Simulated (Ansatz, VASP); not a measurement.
# AgBr in VASP and in Ansatz

Contents of INCAR:

```
PREC = Accurate ; ENCUT = 500
EDIFF = 1E-6 ; ISMEAR = -1
SIGMA = 0.02 ; LREAL = F
LASPH = T ; NELM = 200
ALGO = Normal ; ISIF = 2
LWAVE = F ; LCHARG = T
MAGMOM = 0 0 0 0 0 0 ; LORBIT = 11
LSORBIT = T ; GGA_COMPAT = F
LORBMOM = T ; LMAXMIX = 4
GGA = PE ; LVHAR = T
NBANDS = 30
```

The input KPOINTS:

```
regular mesh
0
Gamma
  8 8 8
```

File POSCAR:

```
AgBr
1.0
    0.0000000000      2.8927622870      2.8927622870
    2.8927622870      0.0000000000      2.8927622870
    2.8927622870      2.8927622870      0.0000000000
Ag Br
1 1
Direct
    0.0000000000      0.0000000000      0.0000000000
    0.5000000000      0.5000000000      0.5000000000
```

Input for Ansatz:

```yaml
crystal:
  lattice:
    - [0.0, 2.892762287, 2.892762287]
    - [2.892762287, 0.0, 2.892762287]
    - [2.892762287, 2.892762287, 0.0]
  atoms:
    - { symbol: Ag, position: [0.0, 0.0, 0.0] }
    - { symbol: Br, position: [0.5, 0.5, 0.5] }
kpoints:
  mp_grid: { grid: [8, 8, 8] }
  band_path:
    path:
      - [0.0, 0.0, 0.0]
      - [0.5, 0.0, 0.5]
      - [0.625, 0.25, 0.625]
      - [0.375, 0.375, 0.75]
      - [0.5, 0.5, 0.5]
      - [0.5, 0.25, 0.75]
    npoints: 1
hamiltonian:
  xc: pbe
scf:
  occupations: { method: fermi_dirac, width: 0.02 }
  n_extra_bands: 8
magnetization:
  noncollinear: true
  spin_orbit: true
output:
  forces: true
  stress: true
  eigenvalues: true
```

Alike in both runs: task single point; functional PBE; k mesh 8 × 8 × 8; occupations fermi-dirac, width 0.02 eV; non-collinear spin, spin-orbit coupling.

```csv
,VASP,Ansatz
version,VASP 6.6.1,Ansatz 0.2.0
potentials or method,"VASP PAW PBE potentials, release 64 (Ag, Br)","plane waves, PAW"
plane-wave cutoff (eV),500,420
valence electrons in the cell,18,26
```

```tsv
	VASP	Ansatz	Ansatz less VASP
pressure (GPa)	1.2	1.2	+0.02
net moment per atom (μB)	0.00	0.00	0.000
```

The functional is the same, so the differences come from potentials, cutoffs and numerics. VASP's potentials hold 18 valence electrons a cell and Ansatz's 26, so a difference there can come from the potentials and not from the codes.
